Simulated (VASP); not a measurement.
MgO, 8 atoms in the cell. Symmetry: Cm, No. 8, monoclinic system. Conventional cell: a = 5.875 Å, b = 5.360 Å, c = 5.088 Å, α = 90.00°, β = 90.00°, γ = 90.00°. Within 3.0 Å of Mg (site symmetry 1) lie 6 O at 2.16 to 2.53 Å and 8 Mg at 2.68 to 2.94 Å. Mg (site symmetry 1) has 6 O at 1.86 to 2.22 Å within 2.5 Å. O (site symmetry m) has 6 Mg at 1.86 to 2.53 Å and 1 O at 2.44 Å within 2.6 Å. O (site symmetry m) has 6 Mg at 2.16 Å and 7 O at 2.68 to 2.94 Å within 3.0 Å. Within 3.0 Å of O (site symmetry m) lie 6 Mg at 2.16 Å and 7 O at 2.44 to 2.94 Å. Within 3.0 Å of O (site symmetry m) lie 6 Mg at 2.16 Å and 7 O at 2.72 to 2.94 Å.  This cell differs from its parent crystal: atom 5 (O) moved +0.500 Å along Cartesian [1 0 0].

| Quantity | Value |
| --- | --- |
| Program | VASP 6.6.1 |
| Task | single point |
| Functional | PBE |
| Potentials or basis | VASP PAW PBE potentials, release 64 (Mg, O) |
| Cutoff | 520 eV |
| k mesh | 6 × 6 × 6 |
| Occupations | gaussian, width 0.05 eV |
| Spin | no spin polarisation |
| Dipole correction | no |
| Further INCAR settings | ALGO = Normal; EDIFF = 1e-07; NBANDS = 26 |

Potentials or basis: VASP PAW PBE potentials, release 64 (Mg, O).

Command:

```console
$ cat potpaw_PBE.64/Mg/POTCAR potpaw_PBE.64/O/POTCAR > POTCAR
$ mpirun -np 1 vasp_std > vasp.out
```

Hardware: 1 thread of Intel Xeon 8259CL (shared host).

Estimate the wall time of this run.

Wall time 2.4 min on 1 thread of Intel Xeon 8259CL, on a shared host, peak memory 0.25 GiB. Counts: scf iterations 16, k points 68.
